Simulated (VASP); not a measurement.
Write the native input for VASP 6.6.1 that does the following.

```
Task                   : single point
Functional             : LDA
Potentials or basis    : VASP PAW LDA potentials, release 64 (Te, Mo_sv)
Cutoff                 : 520 eV
k mesh                 : 12 × 12 × 2
Occupations            : gaussian, width 0.05 eV
Spin                   : no spin polarisation
Dipole correction      : no
Further INCAR settings : ALGO = Normal; EDIFF = 1e-07; NBANDS = 20
```

The structure of Te2Mo lies in POSCAR:

```
Te2Mo
1.0
    3.5602328140      0.0000000000      0.0000000000
   -1.7801164070      3.0832520603      0.0000000000
    0.0000000000      0.0000000000     17.5240578200
Te Mo
2 1
Direct
    0.3211038110      0.6422076221      0.9016029872
    0.3211038110      0.6422076221      0.1058920872
    0.0000000000      0.0000000000      0.0000000000
```

This cell differs from its parent crystal: all Te atoms moved +0.100 Å, as atom 1 towards its neighbour atom 3 (Mo) at 2.726 Å.

The input as run:

INCAR

```
PREC = Accurate
ENCUT = 520
EDIFF = 1E-7
ISMEAR = 0
SIGMA = 0.05
LREAL = False
LASPH = True
NELM = 100
ALGO = Normal
ISIF = 2
LWAVE = False
LCHARG = False
GGA = CA
NBANDS = 20
```

KPOINTS

```
Automatic mesh
0
Gamma
  12 12 2
```

Potentials or basis: VASP PAW LDA potentials, release 64 (Te, Mo_sv).

Command:

```sh
$ cat potpaw_LDA.64/Te/POTCAR potpaw_LDA.64/Mo_sv/POTCAR > POTCAR
$ mpirun -np 1 vasp_std > vasp.out
```

It gave:

The largest force is 1.734 eV/Å and the band gap on the k mesh is 1.05 eV.

Caveat: the cell differs from its parent crystal (all Te atoms moved +0.100 Å, as atom 1 towards its neighbour atom 3 (Mo) at 2.726 Å); spin-orbit coupling is left out, which moves the levels of the heavy elements.

Wall time 14 min on 1 thread of Intel(R) Xeon(R) Platinum 8259CL CPU @ 2.50GHz (Skylake/Cascade Lake), with other jobs on the host, peak memory 0.48 GiB.
